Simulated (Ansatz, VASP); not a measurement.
Two plane-wave programs on Ti

```
CELL_PARAMETERS angstrom
2.86396 0.00000 0.00000
-1.43198 2.48026 0.00000
0.00000 0.00000 4.53475
ATOMIC_POSITIONS crystal
Ti 0.33333 0.66667 0.25000
Ti 0.66667 0.33333 0.75000
```

Alike in both runs: functional LDA; k mesh 18 × 18 × 10; occupations gaussian, width 0.1 eV; no spin polarisation.

Ansatz relaxed the structure, and its values are those at the end. VASP's run is a single point on that final structure, the one shown.

```csv
,VASP,Ansatz
version,VASP 6.6.1,Ansatz 0.2.0
potentials or method,"VASP PAW LDA potentials, release 64 (Ti_sv), cutoff 520 eV","scalar-relativistic, plane waves, PAW"
valence electrons in the cell,24,24
```

Ansatz gave:

- gap on the k mesh at the Fermi level (eV): none
- pressure (GPa): 0.0

Which values does VASP return?

gap on the k mesh at the Fermi level (eV): none; pressure (GPa): -0.3.

LDA's correlation is that of Perdew and Zunger in VASP and of Perdew and Wang (1992) in Ansatz. A gap of «none» marks a metal or a gap that the smearing closes.
